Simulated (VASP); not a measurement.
# CdS (P2_1) in VASP: single point with r2SCAN

Aim: the single point of CdS with r2SCAN.

Program: VASP 6.6.1. These are calculated values, not measurements. Logs are shortened: lines on timing, memory, paths and dates and some standing lists are left out, and cuts for length are marked.

## (1) The cell of the first run

It takes space group P2_1 (No. 4, monoclinic). Conventional cell: a = 4.117 Å, b = 6.766 Å, c = 4.165 Å, α = 90.00°, β = 118.85°, γ = 90.00°. Within 3.4 Å of Cd (site symmetry 1) lie 4 S at 2.54 to 2.55 Å. Within 3.4 Å of S (site symmetry 1) lie 4 Cd at 2.54 to 2.55 Å.

## (2) Single point, r2SCAN (shear xy strain +2.7%)

Input file POSCAR:

```
CdS
1.0
    4.1646012683      0.0553891968      0.0000000000
   -2.0343321825      3.5789558966      0.0000000000
    0.0000000000      0.0000000000      6.7660104976
Cd S
2 2
Direct
    0.3328848465      0.6664822108     -0.0009628984
    0.6671151535      0.3335177892      0.4990371016
    0.3267504004      0.6670234750      0.3759628984
    0.6732495996      0.3329765250      0.8759628984
```

Input file INCAR.step1:

```
SYSTEM = CdS
  PREC = Accurate
  ENCUT = 520
  ISMEAR = 0
  SIGMA = 0.01
  LREAL = .False.
  LASPH = .True.
  NELM = 60
  NBANDS = 26
  GGA = PE
  ALGO = Normal
  EDIFF = 1E-4
  LWAVE = .True.
  LCHARG = .False.
```

Input file INCAR.step2:

```
SYSTEM = CdS
  PREC = Accurate
  ENCUT = 520
  EDIFF = 1E-6
  ISMEAR = 0
  SIGMA = 0.01
  LREAL = .False.
  LASPH = .True.
  NELM = 60
  ALGO = Normal
  ISIF = 2
  LWAVE = .False.
  LCHARG = .True.
  METAGGA = R2SCAN
  LMIXTAU = .True.
  LELF = .True.
  LVHAR = .True.
  NBANDS = 26
  ISTART = 1
```

Input file KPOINTS:

```
Automatic mesh
0
Gamma
  12 12 4
  0 0 0
```

Potentials or basis: VASP PAW PBE potentials, release 64 (Cd, S).

The run is started by

```sh
cat potpaw_PBE.64/Cd/POTCAR potpaw_PBE.64/S/POTCAR > POTCAR
cp INCAR.step1 INCAR
mpirun -np 1 vasp_std > vasp.out
cp INCAR.step2 INCAR
mpirun -np 1 vasp_std > vasp.out
```

OUTCAR:

```text
SYSTEM = CdS
   PREC = Accurate
   ENCUT = 520
   EDIFF = 1E-6
   ISMEAR = 0
   LREAL = .False.
   LASPH = .True.
   NELM = 60
   ISIF = 2
   METAGGA = R2SCAN
   ISTART = 1

 ion  position               nearest neighbor table
   1  0.333  0.666  0.999-   4 2.54   4 2.55   4 2.55   3 2.55
   2  0.667  0.334  0.499-   3 2.54   3 2.55   3 2.55   4 2.55
   3  0.327  0.667  0.376-   2 2.54   2 2.55   2 2.55   1 2.55
   4  0.673  0.333  0.876-   1 2.54   1 2.55   1 2.55   2 2.55

  Warning from LATTYP: Monoclinic adjustment (A1->A3, A2->A1, A3->A2)!
  LATTYP: Found a simple monoclinic cell.
 ALAT       =     4.1167259732
 B/A-ratio  =     1.6435416255
 C/A-ratio  =     1.0117189284
 COS(beta)  =    -0.4825573499

  Lattice vectors:

 A1 = (  -2.0343321825,   3.5789558966,   0.0000000000)
 A2 = (   0.0000000000,   0.0000000000,   6.7660104976)
 A3 = (   4.1646012683,   0.0553891968,   0.0000000000)

Analysis of symmetry for initial positions (statically):
=====================================================================
 Subroutine PRICEL returns:
 Original cell was already a primitive cell.

 Routine SETGRP: Setting up the symmetry group for a
 simple monoclinic supercell.

 Subroutine GETGRP returns: Found  2 space group operations
 (whereof  1 operations were pure point group operations)
 out of a pool of  4 trial point group operations.

The static configuration has the point symmetry C_1 .
 The point group associated with its full space group is C_2 .

Analysis of symmetry for dynamics (positions and initial velocities):
=====================================================================
 Subroutine PRICEL returns:
 Original cell was already a primitive cell.

 Routine SETGRP: Setting up the symmetry group for a
 simple monoclinic supercell.

 Subroutine GETGRP returns: Found  2 space group operations
 (whereof  1 operations were pure point group operations)
 out of a pool of  4 trial point group operations.

The dynamic configuration has the point symmetry C_1 .
 The point group associated with its full space group is C_2 .

 Subroutine INISYM returns: Found  2 space group operations
 (whereof  1 operations are pure point group operations),
 and found     1 'primitive' translations

----------------------------------------------------------------------------------------

                                     Primitive cell

  volume of cell :     101.6093

  direct lattice vectors                    reciprocal lattice vectors
     4.164601268  0.055389197  0.000000000     0.238317366  0.135463163  0.000000000
    -2.034332183  3.578955897  0.000000000    -0.003688284  0.277314623  0.000000000
     0.000000000  0.000000000  6.766010498     0.000000000  0.000000000  0.147797583

  length of vectors
     4.164969590  4.116725973  6.766010498     0.274126678  0.277339149  0.147797583

  position of ions in fractional coordinates (direct lattice)
     0.332884847  0.666482211  0.999037102
     0.667115153  0.333517789  0.499037102
     0.326750400  0.667023475  0.375962898
     0.673249600  0.332976525  0.875962898

  ion indices of the primitive-cell ions
   primitive index   ion index
                 1           1
                 2           2
                 3           3
                 4           4

----------------------------------------------------------------------------------------

 KPOINTS: Automatic mesh

Automatic generation of k-mesh.
 Grid dimensions read from file:
 generate k-points for:   12   12    4

 Generating k-lattice:

  Cartesian coordinates                     Fractional coordinates (reciprocal lattice)
     0.019859780  0.011288597  0.000000000     0.083333333  0.000000000  0.000000000
    -0.000307357  0.023109552  0.000000000     0.000000000  0.083333333  0.000000000
     0.000000000  0.000000000  0.036949396     0.000000000  0.000000000  0.250000000

  Length of vectors
     0.022843890  0.023111596  0.036949396

  Shift w.r.t. Gamma in fractional coordinates (k-lattice)
     0.000000000  0.000000000  0.000000000

 Subroutine IBZKPT returns following result:
 ===========================================

 Found    222 irreducible k-points:

 Following reciprocal coordinates:
            Coordinates               Weight
  0.000000  0.000000  0.000000      1.000000
  0.083333 -0.000000  0.000000      2.000000
  0.166667 -0.000000  0.000000      2.000000
  0.250000  0.000000  0.000000      2.000000
  0.333333 -0.000000  0.000000      2.000000
  0.416667 -0.000000  0.000000      2.000000
[... 16 lines left out ...]
  0.250000  0.166667  0.000000      2.000000
  0.333333  0.166667  0.000000      2.000000
 [... further k-points ...]
   k-points           NKPTS =    222   k-points in BZ     NKDIM =    222   number of bands    NBANDS=     26
   number of dos      NEDOS =    301   number of ions     NIONS =      4
   total plane-waves  NPLWV =  51200
   dimension x,y,z NGX =    32 NGY =   32 NGZ =   50
   dimension x,y,z NGXF=    64 NGYF=   64 NGZF=  100
   ions per type =               2   2
   NGX,Y,Z   is equivalent  to a cutoff of  12.77, 12.92, 12.29 a.u.
   NGXF,Y,Z  is equivalent  to a cutoff of  25.55, 25.85, 24.57 a.u.
 SYSTEM =  CdS
   PREC   = accura    normal or accurate (medium, high low for compatibility)
   ISTART =      1    job   : 0-new  1-cont  2-samecut
   ICHARG =      0    charge: 1-file 2-atom 10-const
   ISPIN  =      1    spin polarized calculation?
   LNONCOLLINEAR =      F non collinear calculations
   LSORBIT =      F    spin-orbit coupling
   LASPH  =      T    aspherical Exc in radial PAW
   ENCUT  =  520.0 eV  38.22 Ry    6.18 a.u.   7.74  7.65 12.58*2*pi/ulx,y,z
   NELM   =     60;   NELMIN=  2; NELMDL=  0     # of ELM steps
   EDIFF  = 0.1E-05   stopping-criterion for ELM
   LREAL  =      F    real-space projection
   EDIFFG = 0.1E-04   stopping-criterion for IOM
   NSW    =      0    number of steps for IOM
   IBRION =     -1    ionic relax: 0-MD 1-quasi-New 2-CG
   NFREE  =      0    steps in history (QN), initial steepest desc. (CG)
   ISIF   =      2    stress and relaxation
   ISYM   =      2    0-nonsym 1-usesym 2-fastsym
   POTIM  = 0.5000    time-step for ionic-motion
   TEBEG  =    0.0;   TEEND  =   0.0 temperature during run
   PSTRESS=    0.0 pullay stress
   NELECT =      36.0000    total number of electrons
   NUPDOWN=      -1.0000    fix difference up-down
   EMIN   =  10.00;   EMAX   =-10.00  energy-range for DOS
   EFERMI =   0.00;   METHOD = LEGACY
   ISMEAR =     0;   SIGMA  =   0.01  broadening in eV -4-tet -1-fermi 0-gaus
   EFERMI_NEDOS =   21; number of points for ismear=-14 and -15
   IALGO  =     38    algorithm
   IMIX   =      4    mixing-type and parameters
     AMIX     =   0.40;   BMIX     =  1.00
     AMIX_MAG =   1.60;   BMIX_MAG =  1.00
  volume/ion in A,a.u.               =      25.40       171.42
  Fermi-wavevector in a.u.,A,eV,Ry     =   1.158416  2.189089 18.258035  1.341928
  Thomas-Fermi vector in A             =   2.295018
   LORBIT       =      0    0 simple, 1 ext, 2 COOP (PROOUT), +10 PAW based schemes
   METAGGA = R2SCAN    functional components
   LHFCALC =     F    Hartree Fock is set to
   AEXX    =    0.0000 exact exchange contribution
   IVDW    =     0    specifies the selected vdW correction
   LEPSILON=     F    determine dielectric tensor
   LRPA    =     F    only Hartree local field effects (RPA)
 non-spin polarized calculation
 Gauss-broadening in eV      SIGMA  =   0.01
  energy-cutoff  :      520.00
  volume of cell :      101.61
 maximum number of plane-waves:      2762
   NGX = 15   NGY = 15   NGZ = 25

 number of electron      35.9999997 magnetization

 Free energy of the ion-electron system (eV)
  ---------------------------------------------------
  ext. energy  EPLUGINS =         0.00000000
  ---------------------------------------------------
  free energy    TOTEN  =       -59.37893656 eV

  energy without entropy =      -59.37893656  energy(sigma->0) =      -59.37893656

 E-fermi :   0.9287     XC(G=0):  -9.6105

 val. band max:        0.8882545469   @ k =   0.0000   0.0000   0.0000
 cond. band min:       2.4680990180   @ k =   0.0000   0.0000   0.0000
 fundamental gap:      1.5798444711
 Fermi energy:         0.9286704624

 k-point     1 :       0.0000    0.0000    0.0000
  band No.  band energies     occupation
      1     -11.8829      2.00000
      2     -11.4691      2.00000
      3      -7.0173      2.00000
      4      -7.0158      2.00000
      5      -7.0026      2.00000
      6      -6.9308      2.00000
[... 18 lines left out ...]
     25       8.9437      0.00000
     26       9.0069      0.00000

 k-point     2 :       0.0833   -0.0000    0.0000
  band No.  band energies     occupation
      1     -11.8593      2.00000
      2     -11.4588      2.00000
      3      -7.0119      2.00000
      4      -6.9951      2.00000
      5      -6.9910      2.00000
      6      -6.9185      2.00000
[... 18 lines left out ...]
     25       8.8931      0.00000
     26       9.1581      0.00000

 k-point     3 :       0.1667   -0.0000    0.0000
  band No.  band energies     occupation
      1     -11.7936      2.00000
      2     -11.4314      2.00000
      3      -6.9869      2.00000
      4      -6.9669      2.00000
      5      -6.9367      2.00000
      6      -6.8806      2.00000
[... 18 lines left out ...]
     25       8.8476      0.00000
     26       9.5918      0.00000

 k-point     4 :       0.2500    0.0000    0.0000
  band No.  band energies     occupation
      1     -11.7000      2.00000
      2     -11.3972      2.00000
      3      -6.9570      2.00000
      4      -6.9346      2.00000
      5      -6.8501      2.00000
      6      -6.8161      2.00000
[... 18 lines left out ...]
     25       9.3349      0.00000
     26       9.7285      0.00000

 k-point     5 :       0.3333   -0.0000    0.0000
  band No.  band energies     occupation
      1     -11.5997      2.00000
      2     -11.3689      2.00000
      3      -6.9332      2.00000
      4      -6.9079      2.00000
      5      -6.7799      2.00000
      6      -6.7639      2.00000
[... 18 lines left out ...]
     25       9.5235      0.00000
     26      10.2345      0.00000

 k-point     6 :       0.4167   -0.0000    0.0000
  band No.  band energies     occupation
      1     -11.5179      2.00000
      2     -11.3564      2.00000
      3      -6.9200      2.00000
      4      -6.8925      2.00000
      5      -6.7279      2.00000
      6      -6.7274      2.00000
[... 427 lines left out ...]
 k-point    21 :       0.0833    0.1667    0.0000
  band No.  band energies     occupation
      1     -11.7337      2.00000
      2     -11.4080      2.00000
      3      -6.9620      2.00000
      4      -6.9543      2.00000
      5      -6.8747      2.00000
      6      -6.8468      2.00000
[... 18 lines left out ...]
     25       9.0839      0.00000
     26       9.7297      0.00000

 k-point    22 :       0.1667    0.1667    0.0000
  band No.  band energies     occupation
      1     -11.6506      2.00000
      2     -11.3812      2.00000
      3      -6.9374      2.00000
      4      -6.9273      2.00000
      5      -6.8110      2.00000
      6      -6.8000      2.00000
[... 18 lines left out ...]
     25       9.4116      0.00000
     26       9.9699      0.00000

 k-point    23 :       0.2500    0.1667    0.0000
  band No.  band energies     occupation
      1     -11.5604      2.00000
      2     -11.3605      2.00000
      3      -6.9270      2.00000
      4      -6.8924      2.00000
      5      -6.7682      2.00000
      6      -6.7509      2.00000
[... 18 lines left out ...]
     25       9.2733      0.00000
     26      10.3547      0.00000

 k-point    24 :       0.3333    0.1667    0.0000
  band No.  band energies     occupation
      1     -11.4845      2.00000
      2     -11.3544      2.00000
      3      -6.9230      2.00000
      4      -6.8677      2.00000
      5      -6.7336      2.00000
      6      -6.7166      2.00000
[... 18 lines left out ...]
     25       9.9595      0.00000
     26      10.4865      0.00000

 [... further k-points ...]
[... 5 lines left out ...]
  --------------------------------------------------------------------------------------
  -------------------------------------------------------------------------------------
  Total        0.1931008      0.2124692      0.2137450     -0.2718396      0.0000000      0.0000000
  in kB        3.0448181      3.3502189      3.3703363     -4.2863726      0.0000000      0.0000000
  external PRESSURE =       3.2551244 kB  Pullay stress =       0.0000000 kB

 VOLUME and BASIS-vectors are now :
 -----------------------------------------------------------------------------
  energy-cutoff  :      520.00
  volume of cell :      101.61
      direct lattice vectors                 reciprocal lattice vectors
     4.164601268  0.055389197  0.000000000     0.238317366  0.135463163  0.000000000
    -2.034332183  3.578955897  0.000000000    -0.003688284  0.277314623  0.000000000
     0.000000000  0.000000000  6.766010498     0.000000000  0.000000000  0.147797583

 POSITION                                       TOTAL-FORCE (eV/Angst)
 -----------------------------------------------------------------------------------
      0.03049      2.40375      6.75950         0.001701      0.000251     -0.000952
      2.09978      1.23060      3.37649        -0.001701     -0.000251     -0.000952
      0.00384      2.40535      2.54377        -0.000647      0.000154      0.000952
      2.12643      1.22900      5.92677         0.000647     -0.000154      0.000952
 -----------------------------------------------------------------------------------
    total drift:                                0.000000      0.000000     -0.006686

  FREE ENERGIE OF THE ION-ELECTRON SYSTEM (eV)
  ---------------------------------------------------
  free  energy   TOTEN  =       -59.3789365626 eV

  energy  without entropy=      -59.3789365626  energy(sigma->0) =      -59.37893656
```

It took 11 min on 1 thread of Intel Xeon 6975P-C (Granite Rapids), shared host; peak memory 0.58 GiB.

What came out:

| Item | Value |
| --- | --- |
| Free energy | -59.3789 eV |
| Pressure | 0.3 GPa |
| Band gap on the k mesh | 1.58 eV, direct |

Stress tensor (GPa, compression positive):
```
 0.30 -0.43  0.00
-0.43  0.34  0.00
 0.00  0.00  0.34
```

Caveat: the cell differs from its parent crystal (shear xy strain +2.7%); the PAW data sets were made with another functional, which shifts forces and pressure a little.
